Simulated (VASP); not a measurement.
A run of VASP 6.6.1 is set up as follows.

The input INCAR:

```
PREC = Accurate ; ENCUT = 600
EDIFF = 1E-6 ; ISMEAR = -1
SIGMA = 0.02 ; LREAL = F
LASPH = T ; NELM = 100
ALGO = Normal ; ISIF = 3
LWAVE = F ; LCHARG = F
GGA = CA ; IBRION = 2
NSW = 80 ; EDIFFG = -0.005
```

Contents of KPOINTS:

```
regular mesh
0
Gamma
  8 8 8
```

POSCAR

```
SnO2
1.0
    0.0000000000      2.5720474467      2.5720474467
    2.5720474467      0.0000000000      2.5720474467
    2.5720474467      2.5720474467      0.0000000000
Sn O
1 2
Direct
    0.0000000000      0.0000000000      0.0000000000
    0.2500000000      0.2500000000      0.2500000000
    0.7500000000      0.7500000000      0.7500000000
```

Potentials or basis: VASP PAW LDA potentials, release 64 (Sn_d, O).

The run is started by

```console
$ cat potpaw_LDA.64/Sn_d/POTCAR potpaw_LDA.64/O/POTCAR > POTCAR
$ mpirun -np 1 vasp_std > vasp.out
```

(1) What does it give for the relaxed volume?

(2) What does it give for the space group after relaxing (to 0.05 Å)?

(3) What does it give for the band gap on the k mesh?

Results:

(1) 10.70 Å³/atom.

(2) Fm-3m (No. 225).

(3) 0.35 eV, indirect (least direct gap 1.80 eV).

Caveat: spin-orbit coupling is left out, which moves the levels of the heavy elements.
